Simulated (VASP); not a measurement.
Crystal: Ti2W.

```
Ti W
1.0
     2.81658    0.00000    0.00000
    -1.40829    2.43923    0.00000
     0.00000    0.00000   13.35003
Ti W
4 2
Direct
  0.33333 0.66667 0.91667
  0.33333 0.66667 0.58333
  0.66667 0.33333 0.08333
  0.66667 0.33333 0.41667
  0.33333 0.66667 0.25000
  0.66667 0.33333 0.75000
```

| Item | Value |
| --- | --- |
| Program | VASP 6.6.1 |
| Task | relaxation of cell and atoms |
| Functional | PBE |
| Potentials or basis | VASP PAW PBE potentials, release 64 (Ti_sv, W_sv) |
| Cutoff | 600 eV |
| k mesh | 6 × 6 × 2 |
| Occupations | gaussian, width 0.1 eV |
| Spin | no spin polarisation |

At the start: pressure 18.3 GPa; volume 15.29 Å³/atom.

Task: How do energy, volume and symmetry change on relaxing?

Result: Over 6 steps the energy falls by 100.6 meV/atom and the volume is 16.80 Å³/atom (+9.9 %); space group P6_3/mmc (No. 194, to 0.1 Å) before and after.

Step by step:
| step | energy change (eV) | largest force (eV/Å) | pressure (GPa) | volume (Å³) |
| --- | --- | --- | --- | --- |
| 1 | 0.0000 | 0.5748 | 18.33 | 91.72 |
| 2 | 0.4497 | 0.2353 | -18.24 | 116.88 |
| 3 | -0.5508 | 0.0910 | -1.44 | 101.59 |
| 4 | -0.5515 | 0.1035 | -0.92 | 101.26 |
| 5 | -0.6028 | 0.0224 | -0.26 | 100.86 |
| 6 | -0.6037 | 0.0134 | -0.13 | 100.79 |

Final structure:
```cif
data_structure
_symmetry_space_group_name_H-M 'P 1'
_symmetry_Int_Tables_number 1
_cell_length_a 2.8554
_cell_length_b 2.8554
_cell_length_c 14.2743
_cell_angle_alpha 90.000
_cell_angle_beta 90.000
_cell_angle_gamma 120.000
_cell_volume 100.79
loop_
_atom_site_label
_atom_site_type_symbol
_atom_site_fract_x
_atom_site_fract_y
_atom_site_fract_z
_atom_site_occupancy
Ti1 Ti 0.33333 0.66667 0.91806 1
Ti2 Ti 0.33333 0.66667 0.58194 1
Ti3 Ti 0.66667 0.33333 0.08194 1
Ti4 Ti 0.66667 0.33333 0.41806 1
W1 W 0.33333 0.66667 0.25000 1
W2 W 0.66667 0.33333 0.75000 1
```

Caveat: the k points lie up to 0.42 Å⁻¹ apart in the final cell, too coarse for converged energies and pressures of a metal.
